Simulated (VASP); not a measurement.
# Ni (P6_3/mmc) in VASP: a series of runs

The runs below take Ni through single point, relaxation of cell and atoms, with PBE, LDA.

Everything below comes from runs of VASP 6.6.1. Logs are shortened: lines on timing, memory, paths and dates and some standing lists are left out, and cuts for length are marked.

### Step 1. The cell of the first run

The structure is hexagonal, space group P6_3/mmc (No. 194). Conventional cell: a = 2.448 Å, b = 2.448 Å, c = 4.073 Å, α = 90.00°, β = 90.00°, γ = 120.00°. Ni (site symmetry -6m2) has 12 Ni at 2.45 to 2.48 Å within 3.2 Å.

### Step 2. Single point, PBE, collinear spin, ferromagnetic start

Contents of INCAR:

```
SYSTEM = Ni
PREC = Accurate
ENCUT = 520
EDIFF = 1E-6
ISMEAR = -1
SIGMA = 0.05
LREAL = .False.
LASPH = .True.
NELM = 150
ALGO = Normal
ISIF = 2
LWAVE = .False.
LCHARG = .True.
ISPIN = 2
MAGMOM = 1.5 1.5
LORBIT = 11
NUPDOWN = 3.0
LMAXMIX = 4
GGA = PE
LELF = .True.
LVHAR = .True.
NBANDS = 21
```

Contents of KPOINTS:

```
regular mesh
0
Gamma
  10 10 6
  0 0 0
```

Contents of POSCAR:

```
Ni
1.0
    2.4480228978      0.0000000000      0.0000000000
   -1.2240114489      2.1200500186      0.0000000000
    0.0000000000      0.0000000000      4.0728075700
Ni
2
Direct
    0.6666666667      0.3333333333      0.7500000000
    0.3333333333      0.6666666667      0.2500000000
```

Potentials or basis: VASP PAW PBE potentials, release 64 (Ni).

Run with:

```
> cat potpaw_PBE.64/Ni/POTCAR > POTCAR
> mpirun -np 1 vasp_std > vasp.out
```

OUTCAR:

```text
SYSTEM = Ni
   PREC = Accurate
   ENCUT = 520
   EDIFF = 1E-6
   ISMEAR = -1
   LREAL = .False.
   LASPH = .True.
   NELM = 150
   ISIF = 2
   ISPIN = 2
   LORBIT = 11
   NUPDOWN = 3.0
   GGA = PE

 ion  position               nearest neighbor table
   1  0.667  0.333  0.750-   2 2.48   2 2.48   2 2.48   2 2.48   2 2.48   2 2.48
   2  0.333  0.667  0.250-   1 2.48   1 2.48   1 2.48   1 2.48   1 2.48   1 2.48

  LATTYP: Found a hexagonal cell.
 ALAT       =     2.4480228978
 C/A-ratio  =     1.6637130207

  Lattice vectors:

 A1 = (   2.4480228978,   0.0000000000,   0.0000000000)
 A2 = (  -1.2240114489,   2.1200500186,   0.0000000000)
 A3 = (   0.0000000000,   0.0000000000,   4.0728075700)

Analysis of symmetry for initial positions (statically):
=====================================================================
 Subroutine PRICEL returns:
 Original cell was already a primitive cell.

 Routine SETGRP: Setting up the symmetry group for a
 hexagonal supercell.

 Subroutine GETGRP returns: Found 24 space group operations
 (whereof 12 operations were pure point group operations)
 out of a pool of 24 trial point group operations.

The static configuration has the point symmetry D_3d.
 The point group associated with its full space group is D_6h.

Analysis of symmetry for dynamics (positions and initial velocities):
=====================================================================
 Subroutine PRICEL returns:
 Original cell was already a primitive cell.

 Routine SETGRP: Setting up the symmetry group for a
 hexagonal supercell.

 Subroutine GETGRP returns: Found 24 space group operations
 (whereof 12 operations were pure point group operations)
 out of a pool of 24 trial point group operations.

The dynamic configuration has the point symmetry D_3d.
 The point group associated with its full space group is D_6h.

Analysis of structural, dynamic, and magnetic symmetry:
=====================================================================
 Subroutine PRICEL returns:
 Original cell was already a primitive cell.

 Routine SETGRP: Setting up the symmetry group for a
 hexagonal supercell.

 Subroutine GETGRP returns: Found 24 space group operations
 (whereof 12 operations were pure point group operations)
 out of a pool of 24 trial point group operations.

The overall configuration has the point symmetry D_3d.
 The point group associated with its full space group is D_6h.

 Subroutine INISYM returns: Found 24 space group operations
 (whereof 12 operations are pure point group operations),
 and found     1 'primitive' translations

----------------------------------------------------------------------------------------

                                     Primitive cell

  volume of cell :      21.1376

  direct lattice vectors                    reciprocal lattice vectors
     2.448022898  0.000000000  0.000000000     0.408492911  0.235843492  0.000000000
    -1.224011449  2.120050019  0.000000000     0.000000000  0.471686984  0.000000000
     0.000000000  0.000000000  4.072807570     0.000000000  0.000000000  0.245530873

  length of vectors
     2.448022898  2.448022898  4.072807570     0.471686984  0.471686984  0.245530873

  position of ions in fractional coordinates (direct lattice)
     0.666666667  0.333333333  0.750000000
     0.333333333  0.666666667  0.250000000

  ion indices of the primitive-cell ions
   primitive index   ion index
                 1           1
                 2           2

----------------------------------------------------------------------------------------

 KPOINTS: regular mesh

Automatic generation of k-mesh.
 Grid dimensions read from file:
 generate k-points for:   10   10    6

 Generating k-lattice:

  Cartesian coordinates                     Fractional coordinates (reciprocal lattice)
     0.040849291  0.023584349  0.000000000     0.100000000 -0.000000000  0.000000000
     0.000000000  0.047168698  0.000000000     0.000000000  0.100000000  0.000000000
     0.000000000  0.000000000  0.040921812     0.000000000  0.000000000  0.166666667

  Length of vectors
     0.047168698  0.047168698  0.040921812

  Shift w.r.t. Gamma in fractional coordinates (k-lattice)
     0.000000000  0.000000000  0.000000000

 Subroutine IBZKPT returns following result:
 ===========================================

 Found     56 irreducible k-points:

 Following reciprocal coordinates:
            Coordinates               Weight
  0.000000  0.000000  0.000000      1.000000
  0.100000 -0.000000  0.000000      6.000000
  0.200000 -0.000000  0.000000      6.000000
  0.300000  0.000000  0.000000      6.000000
  0.400000 -0.000000  0.000000      6.000000
  0.500000 -0.000000  0.000000      3.000000
[... 16 lines left out ...]
  0.300000  0.100000  0.166667     24.000000
  0.400000  0.100000  0.166667     24.000000
 [... further k-points ...]
   k-points           NKPTS =     56   k-points in BZ     NKDIM =     56   number of bands    NBANDS=     21
   number of dos      NEDOS =    301   number of ions     NIONS =      2
   total plane-waves  NPLWV =   9720
   dimension x,y,z NGX =    18 NGY =   18 NGZ =   30
   dimension x,y,z NGXF=    36 NGYF=   36 NGZF=   60
   ions per type =               2
   NGX,Y,Z   is equivalent  to a cutoff of  12.22, 12.22, 12.25 a.u.
   NGXF,Y,Z  is equivalent  to a cutoff of  24.45, 24.45, 24.49 a.u.
 SYSTEM =  Ni
   PREC   = accura    normal or accurate (medium, high low for compatibility)
   ISTART =      0    job   : 0-new  1-cont  2-samecut
   ICHARG =      2    charge: 1-file 2-atom 10-const
   ISPIN  =      2    spin polarized calculation?
   LNONCOLLINEAR =      F non collinear calculations
   LSORBIT =      F    spin-orbit coupling
   LASPH  =      T    aspherical Exc in radial PAW
   ENCUT  =  520.0 eV  38.22 Ry    6.18 a.u.   4.55  4.55  7.57*2*pi/ulx,y,z
   NELM   =    150;   NELMIN=  2; NELMDL= -5     # of ELM steps
   EDIFF  = 0.1E-05   stopping-criterion for ELM
   LREAL  =      F    real-space projection
   EDIFFG = 0.1E-04   stopping-criterion for IOM
   NSW    =      0    number of steps for IOM
   IBRION =     -1    ionic relax: 0-MD 1-quasi-New 2-CG
   NFREE  =      0    steps in history (QN), initial steepest desc. (CG)
   ISIF   =      2    stress and relaxation
   ISYM   =      2    0-nonsym 1-usesym 2-fastsym
   POTIM  = 0.5000    time-step for ionic-motion
   TEBEG  =    0.0;   TEEND  =   0.0 temperature during run
   PSTRESS=    0.0 pullay stress
   NELECT =      20.0000    total number of electrons
   NUPDOWN=       3.0000    fix difference up-down
   EMIN   =  10.00;   EMAX   =-10.00  energy-range for DOS
   EFERMI =   0.00;   METHOD = LEGACY
   ISMEAR =    -1;   SIGMA  =   0.05  broadening in eV -4-tet -1-fermi 0-gaus
   EFERMI_NEDOS =   21; number of points for ismear=-14 and -15
   IALGO  =     38    algorithm
   IMIX   =      4    mixing-type and parameters
     AMIX     =   0.40;   BMIX     =  1.00
     AMIX_MAG =   1.60;   BMIX_MAG =  1.00
  volume/ion in A,a.u.               =      10.57        71.32
  Fermi-wavevector in a.u.,A,eV,Ry     =   1.607187  3.037143 35.144518  2.583049
  Thomas-Fermi vector in A             =   2.703255
   LORBIT       =     11    0 simple, 1 ext, 2 COOP (PROOUT), +10 PAW based schemes
   GGA     = PE    functional components
   LHFCALC =     F    Hartree Fock is set to
   AEXX    =    0.0000 exact exchange contribution
   IVDW    =     0    specifies the selected vdW correction
   LEPSILON=     F    determine dielectric tensor
   LRPA    =     F    only Hartree local field effects (RPA)
 spin polarized calculation
  energy-cutoff  :      520.00
  volume of cell :       21.14
 maximum number of plane-waves:       592
   NGX =  9   NGY =  9   NGZ = 15

 number of electron      19.9999995 magnetization       2.9999999

 Free energy of the ion-electron system (eV)
  ---------------------------------------------------
  ext. energy  EPLUGINS =         0.00000000
  ---------------------------------------------------
  free energy    TOTEN  =        -9.65940377 eV

  energy without entropy =       -9.63919465  energy(sigma->0) =       -9.64929921

 E-fermi :   9.3872     XC(G=0): -13.4843

 val. band max:       12.4482538529   @ k =   0.5000  -0.0000   0.0000
 cond. band min:       9.4031160692   @ k =   0.2000   0.2000   0.3333
 fundamental gap:     -3.0451377837
 Fermi energy:        12.5398157212

 spin component 1

 k-point     1 :       0.0000    0.0000    0.0000
  band No.  band energies     occupation
      1       0.3304      1.00000
      2       4.2038      1.00000
      3       6.4284      1.00000
      4       6.6143      1.00000
      5       6.6143      1.00000
      6       6.8631      1.00000
[... 13 lines left out ...]
     20      36.2048      0.00000
     21      40.1004      0.00000
[... 529 lines left out ...]
 k-point    24 :       0.4000    0.1000    0.1667
  band No.  band energies     occupation
      1       4.5045      1.00000
      2       4.8492      1.00000
      3       5.3415      1.00000
      4       5.8566      1.00000
      5       6.5052      1.00000
      6       6.9945      1.00000
[... 13 lines left out ...]
     20      34.5169      0.00000
     21      38.3553      0.00000

 [... further k-points ...]

 spin component 2

 k-point     1 :       0.0000    0.0000    0.0000
  band No.  band energies     occupation
      1       0.7873      1.00000
      2       5.2030      1.00000
      3       7.8028      1.00000
      4       7.9818      1.00000
      5       7.9818      1.00000
      6       8.2531      1.00000
[... 13 lines left out ...]
     20      36.8293      0.00000
     21      40.7047      0.00000
[... 529 lines left out ...]
 k-point    24 :       0.4000    0.1000    0.1667
  band No.  band energies     occupation
      1       5.5144      1.00000
      2       5.9979      1.00000
      3       6.4649      1.00000
      4       7.0165      1.00000
      5       7.8595      1.00000
      6       8.3443      1.00000
[... 13 lines left out ...]
     20      35.1508      0.00000
     21      38.9055      0.00000

 [... further k-points ...]
[... 5 lines left out ...]
  --------------------------------------------------------------------------------------
  -------------------------------------------------------------------------------------
  Total        2.8935106      2.8935106      1.6882245     -0.0000000      0.0000000      0.0000000
  in kB      219.3209870    219.3209870    127.9632655     -0.0000000      0.0000000      0.0000000
  external PRESSURE =     188.8684132 kB  Pullay stress =       0.0000000 kB

 VOLUME and BASIS-vectors are now :
 -----------------------------------------------------------------------------
  energy-cutoff  :      520.00
  volume of cell :       21.14
      direct lattice vectors                 reciprocal lattice vectors
     2.448022898  0.000000000  0.000000000     0.408492911  0.235843492  0.000000000
    -1.224011449  2.120050019  0.000000000     0.000000000  0.471686984  0.000000000
     0.000000000  0.000000000  4.072807570     0.000000000  0.000000000  0.245530873

 POSITION                                       TOTAL-FORCE (eV/Angst)
 -----------------------------------------------------------------------------------
      1.22401      0.70668      3.05461         0.000000      0.000000      0.000000
     -0.00000      1.41337      1.01820        -0.000000     -0.000000      0.000000
 -----------------------------------------------------------------------------------
    total drift:                               -0.000000      0.000000     -0.000000

  FREE ENERGIE OF THE ION-ELECTRON SYSTEM (eV)
  ---------------------------------------------------
  free  energy   TOTEN  =        -9.6594037691 eV

  energy  without entropy=       -9.6391946534  energy(sigma->0) =       -9.64929921

 total charge

# of ion       s       p       d       tot
------------------------------------------
    1        0.538   0.616   8.174   9.328
    2        0.538   0.616   8.174   9.328
--------------------------------------------------
tot          1.076   1.232  16.348  18.656

 magnetization (x)

# of ion       s       p       d       tot
------------------------------------------
    1        0.040   0.112   1.292   1.443
    2        0.040   0.112   1.292   1.443
--------------------------------------------------
tot          0.079   0.224   2.584   2.887
```

Run time: 70 s. Hardware: 1 thread of Intel Xeon Platinum 8259CL at 2.50GHz (Skylake/Cascade Lake), shared host; peak memory 0.15 GiB.

What came out:

| Item | Value |
| --- | --- |
| Free energy | -9.6594 eV |
| Pressure | 18.9 GPa |
| Net moment | 3.00 μB per cell |
| Site moments | Ni +1.44 μB |
| Valence electrons inside the program's atomic spheres | Ni 9.33 |

Stress tensor (GPa, compression positive):
```
21.93  0.00  0.00
 0.00 21.93  0.00
 0.00  0.00 12.80
```

Caveat: the total moment is fixed, so each spin has its own Fermi level.

### Step 3. Single point, PBE, collinear spin, ferromagnetic start

Contents of INCAR:

```
PREC = Accurate
ENCUT = 520
EDIFF = 1E-7
ISMEAR = -1
SIGMA = 0.05
LREAL = F
LASPH = T
NELM = 150
ALGO = Normal
ISIF = 2
LWAVE = F
LCHARG = T
ISPIN = 2
MAGMOM = 2 2
LORBIT = 11
NUPDOWN = 4.0
LMAXMIX = 4
GGA = PE
LELF = T
LVHAR = T
NBANDS = 21
```

Contents of KPOINTS:

```
Automatic mesh
0
Gamma
  10 10 6
```

POSCAR is that of step 2.

Potentials or basis: VASP PAW PBE potentials, release 64 (Ni).

Run with:

```
> cat potpaw_PBE.64/Ni/POTCAR > POTCAR
> mpirun -np 1 vasp_std > vasp.out
```

Run time: 63 s. Hardware: 1 thread of Intel Xeon Platinum 8259CL at 2.50GHz (Skylake/Cascade Lake), shared host; peak memory 0.15 GiB.

It converged, with:

```yaml
Free_energy: -7.3906 eV
Pressure: 35.2 GPa
Net_moment: 4.00 μB per cell
Site_moments: Ni +1.89 μB
Valence_electrons_inside_the_program's_atomic_spheres: Ni 9.30
```

Stress tensor (GPa, compression positive):
```
38.90  0.00  0.00
 0.00 38.90  0.00
 0.00  0.00 27.72
```

Caveat: the total moment is fixed, so each spin has its own Fermi level.

### Step 4. Single point, LDA, collinear spin, ferromagnetic start

This run uses another cell than the first one, of 10.06 Å³/atom, 0.952 times its volume.

Contents of INCAR:

```
PREC     = Accurate       # precision mode
ENCUT    = 520            # plane-wave cutoff, eV
EDIFF    = 1E-7           # SCF threshold, eV
ISMEAR   = 0              # smearing method
SIGMA    = 0.01           # smearing width, eV
LREAL    = F              # projectors in reciprocal space
LASPH    = T              # aspherical terms in the spheres
NELM     = 150            # most SCF steps
ALGO     = Normal         # electronic algorithm
ISIF     = 2              # what is computed and relaxed
LWAVE    = F              # write WAVECAR
LCHARG   = T              # write CHGCAR
ISPIN    = 2              # spin polarisation
MAGMOM   = 0.71 0.71      # initial moments
LORBIT   = 11             # projections on sites
LMAXMIX  = 4              # l up to which the mixer works
GGA      = CA             # functional
LELF     = T              # ELF
LVHAR    = T            
NBANDS   = 21             # bands
```

Contents of KPOINTS:

```
regular mesh
0
Gamma
  12 12 7
```

Contents of POSCAR:

```
Ni
1.0
    2.4214372489      0.0000000000      0.0000000000
   -1.2107186244      2.0970261712      0.0000000000
    0.0000000000      0.0000000000      3.9631664704
Ni
2
Direct
    0.6666666667      0.3333333333      0.7500000000
    0.3333333333      0.6666666667      0.2500000000
```

Potentials or basis: VASP PAW LDA potentials, release 64 (Ni).

Run with:

```
> cat potpaw_LDA.64/Ni/POTCAR > POTCAR
> mpirun -np 1 vasp_std > vasp.out
```

It took 34 s on 1 thread of Intel Xeon Platinum 8375C at 2.90GHz (Ice Lake), shared host; peak memory 0.15 GiB.

It converged, with:

```
Free energy                                           : -13.1018 eV
Pressure                                              : -0.3 GPa
Net moment                                            : 1.17 μB per cell
Site moments                                          : Ni +0.58 μB
Valence electrons inside the program's atomic spheres : Ni 9.47
```

Stress tensor (GPa, compression positive):
```
-0.50  0.00  0.00
 0.00 -0.50  0.00
 0.00  0.00 -0.01
```

Levels at points of the mesh, in eV from the Fermi level:
Spin up:
```
           k point  band 9  band 10  band 11  band 12  band 13  band 14
(0.00, 0.00, 0.00)   -1.71    -0.63    -0.63    -0.45     6.25    23.33
(0.50, 0.00, 0.00)   -0.42    -0.37     1.34     3.37     9.85    10.48
```
Spin down:
| k point | band 6 | band 7 | band 8 | band 9 | band 10 | band 11 | band 12 | band 13 | band 14 | band 15 |
| --- | --- | --- | --- | --- | --- | --- | --- | --- | --- | --- |
| (0.00, 0.00, 0.00) | -1.59 | -1.59 | -1.13 | -1.13 | -0.41 | -0.02 | -0.02 | 6.62 | 23.32 | 25.85 |
| (0.50, 0.00, 0.00) | -1.94 | -1.57 | 0.13 | 0.20 | 0.28 | 1.77 | 3.72 | 10.02 | 10.63 | 13.36 |

[end of part 1 of 2]
